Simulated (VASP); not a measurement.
Runs of VASP 6.6.1 on BeS. The structure is that of space group F-43m (No. 216), or close to it. The cells are those of the table. 

| task | cell | cutoff (eV) | ions in elastic constants | gap on the mesh (eV) | pressure (GPa) |
| --- | --- | --- | --- | --- | --- |
| relaxation of cell and atoms | relaxed to 1 GPa from a = 3.392 Å, angles 60.0°, 2 atoms | 600 | - | 2.81 | 1.0 |
| single point | a = 3.370 Å, angles 60.0°, 2 atoms | 520 | - | 2.79 | (a) |
| single point | a = 3.381 Å, angles 60.0°, 2 atoms | 520 | - | 2.81 | 1.0 |
| single point | a = 3.323 Å, angles 60.0°, 2 atoms | 520 | - | 2.68 | 7.0 |

Alike in all rows: level LDA; potentials or basis VASP PAW LDA potentials, release 64 (Be, S); no spin polarisation; k mesh 10 × 10 × 10; smearing gaussian 0.01 eV.

Q: Fill in the values left out.

A: (a) 2.1.

Caveats: the cell is relaxed towards a set pressure, so the enthalpy falls and the energy may rise (some runs).

A k mesh can miss the band edges.
